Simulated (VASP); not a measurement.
# SiC3: single point with PBE

The system is SiC3.

```
C Si
1.0
     2.83038    0.00000    0.00000
     0.00000    2.83038    0.00000
     0.00000    0.00000    4.15275
C Si
3 1
Direct
  0.50000 0.00000 0.78807
  0.50000 0.50000 0.00000
  0.00000 0.50000 0.21193
  0.00000 0.00000 0.50000
```

```json
{
  "Program": "VASP 6.6.1",
  "Task": "single point",
  "Functional": "PBE",
  "Potentials or basis": "VASP PAW PBE potentials, release 64 (C, Si)",
  "Cutoff": "520 eV",
  "k mesh": "8 × 8 × 6",
  "Occupations": "gaussian, width 0.01 eV",
  "Spin": "no spin polarisation",
  "Dipole correction": "no",
  "Further INCAR settings": "ALGO = Normal; EDIFF = 1e-06; NBANDS = 16"
}
```

```yaml
Pressure: -7.9 GPa
Largest_force: 0.152 eV/Å
Band_gap_on_the_k_mesh: 1.48 eV (least direct gap 1.78 eV)
```

Forces on the atoms (eV/Å):
```
C    0.000  0.000 -0.152
C    0.000  0.000  0.000
C    0.000  0.000  0.152
Si   0.000  0.000  0.000
```

Stress tensor (GPa, compression positive):
```
-7.49  0.00  0.00
 0.00 -7.49  0.00
 0.00  0.00 -8.58
```

Levels at points of the mesh, in eV from the valence-band top:
| k point | band 4 | band 5 | band 6 | band 7 | band 8 | band 9 | band 10 | band 11 | band 12 | band 13 |
| --- | --- | --- | --- | --- | --- | --- | --- | --- | --- | --- |
| (0.00, 0.00, 0.00) | -5.32 | -5.32 | -0.68 | 0.00 | 0.00 | 1.78 | 2.75 | 4.92 | 5.40 | 5.40 |
| (0.50, 0.00, 0.00) | -6.66 | -6.39 | -6.07 | -3.94 | -0.81 | 4.46 | 5.79 | 5.81 | 7.38 | 9.51 |
| (0.50, 0.50, 0.00) | -8.31 | -5.96 | -5.19 | -5.19 | -3.78 | 1.61 | 1.61 | 1.99 | 4.75 | 11.99 |
| (0.00, 0.00, 0.50) | -4.89 | -4.89 | -4.09 | -1.39 | -1.39 | 2.55 | 2.91 | 5.82 | 7.77 | 7.77 |
| (0.50, 0.00, 0.50) | -10.29 | -3.83 | -2.67 | -2.26 | -0.70 | 2.72 | 5.36 | 5.89 | 6.12 | 7.80 |
| (0.50, 0.50, 0.50) | -7.13 | -7.06 | -6.51 | -6.51 | -6.12 | 5.27 | 5.27 | 5.95 | 8.45 | 9.22 |

Wall time 41 s on 1 thread of Intel Xeon 8259CL, with other jobs on the host, peak memory 0.16 GiB.

Caveat: the cell stands under tension. A k mesh can miss the band edges.
